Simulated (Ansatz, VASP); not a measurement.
**AgCl: VASP beside Ansatz**

```xyz
2
Lattice="0.0000 2.7732 2.7732 2.7732 0.0000 2.7732 2.7732 2.7732 0.0000" Properties=species:S:1:pos:R:3 pbc="T T T"
Ag    0.0000    0.0000    0.0000
Cl    2.7732    2.7732    2.7732
```

Alike in both runs: task single point; functional r2SCAN; k mesh 8 × 8 × 8; no spin polarisation.

|  | VASP | Ansatz |
| --- | --- | --- |
| version | VASP 6.6.1 | Ansatz 0.2.0 |
| potentials or method | VASP PAW PBE potentials, release 64 (Ag, Cl) | plane waves, PAW |
| plane-wave cutoff (eV) | 550 | 500 |
| occupations | gaussian, width 0.01 eV | fixed |
| valence electrons in the cell | 18 | 26 |

VASP gave:

```
gap on the k mesh at the Fermi level (eV) : 1.42
pressure (GPa)                            : -0.1
```

Which values does Ansatz return?

gap on the k mesh at the Fermi level (eV): 1.48; pressure (GPa): 0.0.

VASP's potentials were made for PBE, not for r2SCAN. VASP's potentials hold 18 valence electrons a cell and Ansatz's 26, so a difference there can come from the potentials and not from the codes.
